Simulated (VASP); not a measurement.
# KI (Pm-3m) in VASP: a series of runs

The runs below take KI through single point, with PBE, r2SCAN.

Everything below comes from runs of VASP 6.6.1. Logs are shortened: lines on timing, memory, paths and dates and some standing lists are left out, and cuts for length are marked.

**1. The cell of the first run**

The structure is cubic, space group Pm-3m (No. 221). The conventional cell has a = 4.291 Å, b = 4.291 Å, c = 4.291 Å, α = 90.00°, β = 90.00°, γ = 90.00°. K (site symmetry m-3m) has 8 I at 3.72 Å and 6 K at 4.29 Å within 4.9 Å. Within 4.9 Å of I (site symmetry m-3m) lie 8 K at 3.72 Å and 6 I at 4.29 Å.

**2. Single point, PBE**

File INCAR:

```
ALGO     = Normal         # electronic algorithm
EDIFF    = 1E-6           # SCF threshold, eV
ENCUT    = 500            # plane-wave cutoff, eV
GGA      = PE             # functional
GGA_COMPAT= False        
ISIF     = 2              # what is computed and relaxed
ISMEAR   = 0              # smearing method
LASPH    = True           # aspherical terms in the spheres
LCHARG   = True           # write CHGCAR
LELF     = True           # ELF
LREAL    = False          # projectors in reciprocal space
LVHAR    = True         
LWAVE    = False          # write WAVECAR
NBANDS   = 15             # bands
NELM     = 120            # most SCF steps
PREC     = Accurate       # precision mode
SIGMA    = 0.01           # smearing width, eV
```

File KPOINTS:

```
k-points
0
Gamma
  6 6 6
```

File POSCAR:

```
KI
1.0
    4.2909401558      0.0000000000      0.0000000000
    0.0000000000      4.2909401558      0.0000000000
    0.0000000000      0.0000000000      4.2909401558
K I
1 1
Direct
    0.0000000000      0.0000000000      0.0000000000
    0.5000000000      0.5000000000      0.5000000000
```

Potentials or basis: VASP PAW PBE potentials, release 64 (K_sv, I).

Started as:

```bash
> cat potpaw_PBE.64/K_sv/POTCAR potpaw_PBE.64/I/POTCAR > POTCAR
> mpirun -np 1 vasp_std > vasp.out
```

OUTCAR:

```text
EDIFF = 1E-6
   ENCUT = 500
   GGA = PE
   ISIF = 2
   ISMEAR = 0
   LASPH = True
   LREAL = False
   NELM = 120
   PREC = Accurate

 ion  position               nearest neighbor table
   1  0.000  0.000  0.000-
   2  0.500  0.500  0.500-

  LATTYP: Found a simple cubic cell.
 ALAT       =     4.2909401558

  Lattice vectors:

 A1 = (   4.2909401558,   0.0000000000,   0.0000000000)
 A2 = (   0.0000000000,   4.2909401558,   0.0000000000)
 A3 = (   0.0000000000,   0.0000000000,   4.2909401558)

Analysis of symmetry for initial positions (statically):
=====================================================================
 Subroutine PRICEL returns:
 Original cell was already a primitive cell.

 Routine SETGRP: Setting up the symmetry group for a
 simple cubic supercell.

 Subroutine GETGRP returns: Found 48 space group operations
[... 9 lines left out ...]

 Routine SETGRP: Setting up the symmetry group for a
 simple cubic supercell.

 Subroutine GETGRP returns: Found 48 space group operations
[... 11 lines left out ...]
                                     Primitive cell

  volume of cell :      79.0055

  direct lattice vectors                    reciprocal lattice vectors
     4.290940156  0.000000000  0.000000000     0.233049160  0.000000000  0.000000000
     0.000000000  4.290940156  0.000000000     0.000000000  0.233049160  0.000000000
     0.000000000  0.000000000  4.290940156     0.000000000  0.000000000  0.233049160

  length of vectors
     4.290940156  4.290940156  4.290940156     0.233049160  0.233049160  0.233049160

  position of ions in fractional coordinates (direct lattice)
     0.000000000  0.000000000  0.000000000
     0.500000000  0.500000000  0.500000000

  ion indices of the primitive-cell ions
   primitive index   ion index
                 1           1
                 2           2

----------------------------------------------------------------------------------------

 KPOINTS: k-points

Automatic generation of k-mesh.
 Grid dimensions read from file:
 generate k-points for:    6    6    6

 Generating k-lattice:

  Cartesian coordinates                     Fractional coordinates (reciprocal lattice)
     0.038841527  0.000000000  0.000000000     0.166666667  0.000000000  0.000000000
     0.000000000  0.038841527  0.000000000     0.000000000  0.166666667  0.000000000
     0.000000000  0.000000000  0.038841527     0.000000000  0.000000000  0.166666667

  Length of vectors
     0.038841527  0.038841527  0.038841527

  Shift w.r.t. Gamma in fractional coordinates (k-lattice)
     0.000000000  0.000000000  0.000000000

 Subroutine IBZKPT returns following result:
 ===========================================

 Found     20 irreducible k-points:

 Following reciprocal coordinates:
            Coordinates               Weight
  0.000000  0.000000  0.000000      1.000000
  0.166667  0.000000  0.000000      6.000000
  0.333333  0.000000  0.000000      6.000000
  0.500000  0.000000  0.000000      3.000000
  0.166667  0.166667  0.000000     12.000000
  0.333333  0.166667  0.000000     24.000000
[... 12 lines left out ...]
  0.500000  0.500000  0.333333      6.000000
  0.500000  0.500000  0.500000      1.000000
   k-points           NKPTS =     20   k-points in BZ     NKDIM =     20   number of bands    NBANDS=     15
   number of dos      NEDOS =    301   number of ions     NIONS =      2
   total plane-waves  NPLWV =  32768
   dimension x,y,z NGX =    32 NGY =   32 NGZ =   32
   dimension x,y,z NGXF=    64 NGYF=   64 NGZF=   64
   ions per type =               1   1
   NGX,Y,Z   is equivalent  to a cutoff of  12.40, 12.40, 12.40 a.u.
   NGXF,Y,Z  is equivalent  to a cutoff of  24.80, 24.80, 24.80 a.u.
 SYSTEM =  unknown system
   PREC   = accura    normal or accurate (medium, high low for compatibility)
   ISTART =      0    job   : 0-new  1-cont  2-samecut
   ICHARG =      2    charge: 1-file 2-atom 10-const
   ISPIN  =      1    spin polarized calculation?
   LNONCOLLINEAR =      F non collinear calculations
   LSORBIT =      F    spin-orbit coupling
   LASPH  =      T    aspherical Exc in radial PAW
   ENCUT  =  500.0 eV  36.75 Ry    6.06 a.u.   7.82  7.82  7.82*2*pi/ulx,y,z
   NELM   =    120;   NELMIN=  2; NELMDL= -5     # of ELM steps
   EDIFF  = 0.1E-05   stopping-criterion for ELM
   LREAL  =      F    real-space projection
   EDIFFG = 0.1E-04   stopping-criterion for IOM
   NSW    =      0    number of steps for IOM
   IBRION =     -1    ionic relax: 0-MD 1-quasi-New 2-CG
   NFREE  =      0    steps in history (QN), initial steepest desc. (CG)
   ISIF   =      2    stress and relaxation
   ISYM   =      2    0-nonsym 1-usesym 2-fastsym
   POTIM  = 0.5000    time-step for ionic-motion
   TEBEG  =    0.0;   TEEND  =   0.0 temperature during run
   PSTRESS=    0.0 pullay stress
   NELECT =      16.0000    total number of electrons
   NUPDOWN=      -1.0000    fix difference up-down
   EMIN   =  10.00;   EMAX   =-10.00  energy-range for DOS
   EFERMI =   0.00;   METHOD = LEGACY
   ISMEAR =     0;   SIGMA  =   0.01  broadening in eV -4-tet -1-fermi 0-gaus
   EFERMI_NEDOS =   21; number of points for ismear=-14 and -15
   IALGO  =     38    algorithm
   IMIX   =      4    mixing-type and parameters
     AMIX     =   0.40;   BMIX     =  1.00
     AMIX_MAG =   1.60;   BMIX_MAG =  1.00
  volume/ion in A,a.u.               =      39.50       266.58
  Fermi-wavevector in a.u.,A,eV,Ry     =   0.961381  1.816747 12.575241  0.924254
  Thomas-Fermi vector in A             =   2.090748
   LORBIT       =      0    0 simple, 1 ext, 2 COOP (PROOUT), +10 PAW based schemes
   GGA     = PE    functional components
   LHFCALC =     F    Hartree Fock is set to
   AEXX    =    0.0000 exact exchange contribution
   IVDW    =     0    specifies the selected vdW correction
   LEPSILON=     F    determine dielectric tensor
   LRPA    =     F    only Hartree local field effects (RPA)
 non-spin polarized calculation
 Gauss-broadening in eV      SIGMA  =   0.01
  energy-cutoff  :      500.00
  volume of cell :       79.01
 maximum number of plane-waves:      2028
 NGX is ok and might be reduce to    32
   NGX = 15   NGY = 15   NGZ = 15

 number of electron      16.0000003 magnetization

 Free energy of the ion-electron system (eV)
  ---------------------------------------------------
  ext. energy  EPLUGINS =         0.00000000
  ---------------------------------------------------
  free energy    TOTEN  =        -5.42072362 eV

  energy without entropy =       -5.42072362  energy(sigma->0) =       -5.42072362

 E-fermi :   0.9654     XC(G=0):  -7.7102

 val. band max:        0.8825273521   @ k =   0.5000   0.5000   0.0000
 cond. band min:       4.2129732977   @ k =   0.0000   0.0000   0.0000
 fundamental gap:      3.3304459455
 Fermi energy:         0.9654398213

 k-point     1 :       0.0000    0.0000    0.0000
  band No.  band energies     occupation
      1     -28.4950      2.00000
      2     -11.9479      2.00000
      3     -11.9479      2.00000
      4     -11.9479      2.00000
      5     -10.2776      2.00000
      6       0.5214      2.00000
      7       0.5214      2.00000
      8       0.5214      2.00000
      9       4.2130      0.00000
     10       5.6472      0.00000
     11       5.6472      0.00000
     12       9.2710      0.00000
     13       9.2710      0.00000
     14       9.2710      0.00000
     15      11.3568      0.00000

 k-point     2 :       0.1667    0.0000    0.0000
  band No.  band energies     occupation
      1     -28.4939      2.00000
      2     -11.9918      2.00000
      3     -11.9451      2.00000
      4     -11.9451      2.00000
      5     -10.2015      2.00000
      6      -0.1209      2.00000
      7       0.5400      2.00000
      8       0.5400      2.00000
      9       4.7894      0.00000
     10       5.8454      0.00000
     11       6.3099      0.00000
     12       9.1821      0.00000
     13       9.1821      0.00000
     14       9.3814      0.00000
     15      10.4127      0.00000

 k-point     3 :       0.3333    0.0000    0.0000
  band No.  band energies     occupation
      1     -28.4915      2.00000
      2     -12.0730      2.00000
      3     -11.9393      2.00000
      4     -11.9393      2.00000
      5     -10.0506      2.00000
      6      -1.0368      2.00000
      7       0.5771      2.00000
      8       0.5771      2.00000
      9       5.7382      0.00000
     10       6.4210      0.00000
     11       7.5902      0.00000
     12       8.9185      0.00000
     13       9.1708      0.00000
     14       9.1708      0.00000
     15       9.6430      0.00000

 k-point     4 :       0.5000    0.0000    0.0000
  band No.  band energies     occupation
      1     -28.4903      2.00000
      2     -12.1108      2.00000
      3     -11.9365      2.00000
      4     -11.9365      2.00000
      5      -9.9751      2.00000
      6      -1.4070      2.00000
      7       0.5957      2.00000
      8       0.5957      2.00000
      9       6.3669      0.00000
     10       7.0639      0.00000
     11       7.9320      0.00000
     12       7.9336      0.00000
     13       9.5530      0.00000
     14       9.5886      0.00000
     15       9.5886      0.00000
[... 235 lines left out ...]
 k-point    18 :       0.5000    0.3333    0.3333
  band No.  band energies     occupation
      1     -28.4838      2.00000
      2     -12.0255      2.00000
      3     -11.9976      2.00000
      4     -11.9935      2.00000
      5      -9.8385      2.00000
      6      -0.8403      2.00000
      7      -0.4953      2.00000
      8      -0.4325      2.00000
      9       6.0108      0.00000
     10       6.5520      0.00000
     11       6.9816      0.00000
     12       8.9114      0.00000
     13       9.4452      0.00000
     14       9.6015      0.00000
     15      10.6164      0.00000

 k-point    19 :       0.5000    0.5000    0.3333
  band No.  band energies     occupation
      1     -28.4827      2.00000
      2     -12.0170      2.00000
      3     -12.0170      2.00000
      4     -11.9915      2.00000
      5      -9.8022      2.00000
      6      -0.7882      2.00000
      7      -0.7882      2.00000
      8      -0.4393      2.00000
      9       5.9237      0.00000
     10       6.7412      0.00000
     11       6.7412      0.00000
     12       9.0428      0.00000
     13       9.8280      0.00000
     14       9.8280      0.00000
     15      10.4513      0.00000

 k-point    20 :       0.5000    0.5000    0.5000
  band No.  band energies     occupation
      1     -28.4816      2.00000
      2     -12.0124      2.00000
      3     -12.0124      2.00000
      4     -12.0124      2.00000
      5      -9.7574      2.00000
      6      -0.7744      2.00000
      7      -0.7744      2.00000
      8      -0.7744      2.00000
      9       6.5142      0.00000
     10       6.5142      0.00000
     11       6.5142      0.00000
     12       9.7249      0.00000
     13       9.7249      0.00000
     14       9.7249      0.00000
     15      10.0331      0.00000

------------------------ aborting loop because EDIFF is reached ----------------------------------------

  FORCE on cell =-STRESS in cart. coord.  units (eV):
  Direction    XX          YY          ZZ          XY          YZ          ZX
  --------------------------------------------------------------------------------------
  -------------------------------------------------------------------------------------
  Total        0.2527595      0.2527595      0.2527595     -0.0000000     -0.0000000      0.0000000
  in kB        5.1257897      5.1257897      5.1257897     -0.0000000     -0.0000000      0.0000000
  external PRESSURE =       5.1257897 kB  Pullay stress =       0.0000000 kB

 VOLUME and BASIS-vectors are now :
 -----------------------------------------------------------------------------
  energy-cutoff  :      500.00
  volume of cell :       79.01
      direct lattice vectors                 reciprocal lattice vectors
     4.290940156  0.000000000  0.000000000     0.233049160  0.000000000  0.000000000
     0.000000000  4.290940156  0.000000000     0.000000000  0.233049160  0.000000000
     0.000000000  0.000000000  4.290940156     0.000000000  0.000000000  0.233049160

 POSITION                                       TOTAL-FORCE (eV/Angst)
 -----------------------------------------------------------------------------------
      0.00000      0.00000      0.00000         0.000000      0.000000      0.000000
      2.14547      2.14547      2.14547         0.000000      0.000000      0.000000
 -----------------------------------------------------------------------------------
    total drift:                                0.000000      0.000000     -0.000000

  FREE ENERGIE OF THE ION-ELECTRON SYSTEM (eV)
  ---------------------------------------------------
  free  energy   TOTEN  =        -5.4207236207 eV

  energy  without entropy=       -5.4207236207  energy(sigma->0) =       -5.42072362
```

Wall time 6.6 s (1 thread of Intel Xeon 6975P-C (Granite Rapids), shared host); peak memory 0.18 GiB.

What came out:

| Item | Value |
| --- | --- |
| Free energy | -5.4207 eV |
| Pressure | 0.5 GPa |
| Band gap on the k mesh | 3.33 eV, indirect (least direct gap 3.69 eV) |

Levels at points of the mesh, in eV from the valence-band top:
| k point | band 6 | band 7 | band 8 | band 9 | band 10 | band 11 |
| --- | --- | --- | --- | --- | --- | --- |
| (0.00, 0.00, 0.00) | -0.36 | -0.36 | -0.36 | 3.33 | 4.76 | 4.76 |
| (0.50, 0.00, 0.00) | -2.29 | -0.29 | -0.29 | 5.48 | 6.18 | 7.05 |
| (0.50, 0.50, 0.00) | -1.71 | -1.71 | 0.00 | 3.92 | 5.70 | 6.79 |
| (0.50, 0.50, 0.50) | -1.66 | -1.66 | -1.66 | 5.63 | 5.63 | 5.63 |

Caveat: spin-orbit coupling is left out, which moves the levels of the heavy elements. Expect the measured gap to be larger: semilocal functionals such as PBE lack the derivative discontinuity.

**3. Single point, r2SCAN**

POSCAR is that of step 2.

File INCAR.step1:

```
PREC = Accurate ; ENCUT = 550
ISMEAR = 0 ; SIGMA = 0.01
LREAL = F ; LASPH = T
NELM = 120 ; NBANDS = 15
GGA = PE ; ALGO = Normal
EDIFF = 1E-5 ; LWAVE = T
LCHARG = F ; GGA_COMPAT = F
```

File INCAR.step2:

```
PREC = Accurate ; ENCUT = 550
EDIFF = 1E-6 ; ISMEAR = 0
SIGMA = 0.01 ; LREAL = F
LASPH = T ; NELM = 120
ALGO = Normal ; ISIF = 2
LWAVE = F ; LCHARG = F
METAGGA = R2SCAN ; LMIXTAU = T
NBANDS = 15 ; ISTART = 1
GGA_COMPAT = F
```

File KPOINTS:

```
Automatic mesh
0
Gamma
  6 6 6
```

Potentials or basis: VASP PAW PBE potentials, release 64 (K_sv, I).

Started as:

```bash
> cat potpaw_PBE.64/K_sv/POTCAR potpaw_PBE.64/I/POTCAR > POTCAR
> cp INCAR.step1 INCAR
> mpirun -np 1 vasp_std > vasp.out
> cp INCAR.step2 INCAR
> mpirun -np 1 vasp_std > vasp.out
```

It took 36 s on 1 thread of Intel Xeon 6975P-C (Granite Rapids), shared host; peak memory 0.22 GiB.

It converged, with:

- Free energy: -33.8649 eV
- Pressure: 0.0 GPa
- Band gap on the k mesh: 4.04 eV, indirect (least direct gap 4.41 eV)

Levels at points of the mesh, in eV from the valence-band top:
```csv
k point,band 4,band 5,band 6,band 7,band 8,band 9,band 10,band 11,band 12,band 13
"(0.00, 0.00, 0.00)",-13.27,-11.49,-0.37,-0.37,-0.37,4.04,5.26,5.26,9.10,9.10
"(0.50, 0.00, 0.00)",-13.25,-11.17,-2.31,-0.29,-0.29,6.14,6.72,7.63,7.77,9.34
"(0.50, 0.50, 0.00)",-13.25,-11.12,-1.75,-1.75,0.00,4.44,6.36,7.42,7.42,9.78
"(0.50, 0.50, 0.50)",-13.33,-10.93,-1.69,-1.69,-1.69,6.14,6.14,6.14,9.63,9.63
```

Caveat: the PAW data sets were made with another functional, which shifts forces and pressure a little; spin-orbit coupling is left out, which moves the levels of the heavy elements.
